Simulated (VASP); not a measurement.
Set up this calculation in VASP 6.6.1, as the native input.

```
Task                   : relaxation of cell and atoms
Functional             : PBE
Potentials or basis    : VASP PAW PBE potentials, release 64 (Si, P)
Cutoff                 : 600 eV
k mesh                 : 5 × 5 × 2
Occupations            : gaussian, width 0.2 eV
Spin                   : no spin polarisation
Dipole correction      : no
Further INCAR settings : ALGO = Normal; EDIFF = 1e-06; IBRION = 2; EDIFFG = -0.08; NSW = 36; ISIF = 3
```

The structure of Si5P2 lies in POSCAR:

```
Si5P2
1.0
    3.6000000000      0.0000000000      0.0000000000
   -1.8000000000      3.1176914500      0.0000000000
    0.0000000000      0.0000000000     11.4500000000
Si P
5 2
Direct
    0.3333333300      0.6666666700      0.3050000000
    0.6666666700      0.3333333300      0.6950000000
    0.0000000000      0.0000000000      0.4000000000
    0.0000000000      0.0000000000      0.6000000000
    0.0000000000      0.0000000000      0.0000000000
    0.3333333300      0.6666666700      0.1080000000
    0.6666666700      0.3333333300      0.8920000000
```

These files were run (other wordings do the same):

INCAR

```
PREC = Accurate
ENCUT = 600
EDIFF = 1E-6
ISMEAR = 0
SIGMA = 0.2
LREAL = F
LASPH = T
NELM = 80
ALGO = Normal
ISIF = 3
LWAVE = F
LCHARG = F
GGA = PE
IBRION = 2
NSW = 36
EDIFFG = -0.08
```

KPOINTS

```
Automatic mesh
0
Gamma
  5 5 2
```

Potentials or basis: VASP PAW PBE potentials, release 64 (Si, P).

Command:

```bash
$ cat potpaw_PBE.64/Si/POTCAR potpaw_PBE.64/P/POTCAR > POTCAR
$ mpirun -np 1 vasp_std > vasp.out
```

Results of the run:

The relaxed volume is 19.08 Å³/atom. The relaxed cell is a = 3.774 Å, b = 3.774 Å, c = 10.823 Å, α = 90.00°, β = 90.00°, γ = 120.00° and the space group after relaxing (to 0.05 Å) is P-3m1 (No. 164). The energy gained by relaxing is 86.0 meV/atom, the ionic steps are 6 and the pressure after relaxing is 0.2 GPa. The largest force after relaxing is 0.071 eV/Å. The band gap on the k mesh is zero (band 15 reaches 6.40 eV, above the bottom of band 16 at 6.24 eV).

Caveat: the k points lie up to 0.38 Å⁻¹ apart in the final cell; the relaxation stopped at a loose force limit of 0.08 eV/Å, so its end isn't a converged minimum.

Wall time 84 s on 1 thread of AMD EPYC 9R45 96-Core Processor (Zen 5) (shared host), peak memory 0.25 GiB.
